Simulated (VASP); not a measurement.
A run of VASP 6.6.1:

The input INCAR:

```
SYSTEM = ZrB2
  ALGO = Normal
  EDIFF = 1E-7
  ENCUT = 520
  GGA = PE
  ISIF = 2
  ISMEAR = 0
  LASPH = .TRUE.
  LCHARG = .FALSE.
  LREAL = .FALSE.
  LWAVE = .FALSE.
  NBANDS = 16
  NELM = 80
  PREC = Accurate
  SIGMA = 0.1
```

KPOINTS

```
k-points
0
G
  18 18 12
  0 0 0
```

Contents of POSCAR:

```
ZrB2
1.0
    3.0781887980      0.0000000000      0.0000000000
   -1.5390943990      2.6657896967      0.0000000000
    0.0000000000      0.0000000000      3.4212157924
Zr B
1 2
Direct
    0.0000000000      0.0000000000      0.0000000000
    0.3333333333      0.6666666667      0.5000000000
    0.6666666667      0.3333333333      0.5000000000
```

Potentials or basis: VASP PAW PBE potentials, release 64 (Zr_sv, B).

Command:

```bash
$ cat potpaw_PBE.64/Zr_sv/POTCAR potpaw_PBE.64/B/POTCAR > POTCAR
$ mpirun -np 1 vasp_std > vasp.out
```

Hardware: 1 thread of Intel Xeon 6975P-C (shared host).

Estimate the wall time of this run.

Run time: 56 s on 1 thread of Intel Xeon 6975P-C, on a shared host, peak memory 0.24 GiB. Counts: scf iterations 13, k points 259.
